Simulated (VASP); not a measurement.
Runs of VASP 6.6.1 on Nb. The structure is that of space group Fm-3m (No. 225), or close to it. The cells are those of the table. 

```tsv
task	cell	k mesh for the DOS	occupations for the DOS	gap on the mesh (eV)	pressure (GPa)
single point	a = 2.574 Å, angles 60.0°, 1 atom	-	-	none	134.7
single point	a = 2.762 Å, angles 60.0°, 1 atom	-	-	none	43.0
single point	a = 2.354 Å, angles 60.0°, 1 atom	-	-	none	(a)
single point	a = 2.927 Å, angles 60.0°, 1 atom	-	-	none	(b)
single point	a = 2.243 Å, angles 60.0°, 1 atom	-	-	none	599.5
single point	a = 2.469 Å, angles 60.0°, 1 atom	-	-	none	222.9
```

Alike in all rows: level LDA; potentials or basis VASP PAW LDA potentials, release 64 (Nb_sv); no spin polarisation; k mesh 18 × 18 × 18; cutoff (eV) 520; smearing fermi-dirac 0.05 eV.

Fill in the values left out.

(a) 366.2; (b) -0.2.

A k mesh can miss the band edges, and the runs leave out spin-orbit coupling on Nb.

A gap of «none» marks levels without a gap at the run's occupations.
